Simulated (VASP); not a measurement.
Nb, 1 atom in the cell. The structure is cubic, space group Im-3m (No. 229). Conventional cell: a = 3.310 Å, b = 3.310 Å, c = 3.310 Å, α = 90.00°, β = 90.00°, γ = 90.00°. Within 3.8 Å of Nb (site symmetry m-3m) lie 14 Nb at 2.87 to 3.31 Å. 

* Program: VASP 6.6.1
* Task: single point
* Functional: PBE
* Potentials or basis: VASP PAW PBE potentials, release 64 (Nb_sv)
* Cutoff: 520 eV
* k mesh: 13 × 13 × 13
* Occupations: gaussian, width 0.2 eV
* Spin: no spin polarisation
* Dipole correction: no
* Further INCAR settings: ALGO = Normal; EDIFF = 1e-06; NBANDS = 12

Potentials or basis: VASP PAW PBE potentials, release 64 (Nb_sv).

The run is started by

```sh
$ cat potpaw_PBE.64/Nb_sv/POTCAR > POTCAR
$ mpirun -np 1 vasp_std > vasp.out
```

Hardware: 1 thread of Intel(R) Xeon(R) 6975P-C (Granite Rapids) (shared host).

Question: Estimate the wall time of this run.

Answer: Run time: 5.9 s on 1 thread of Intel(R) Xeon(R) 6975P-C (Granite Rapids), on a shared host, peak memory 0.14 GiB. Counts: scf iterations 12, k points 84.
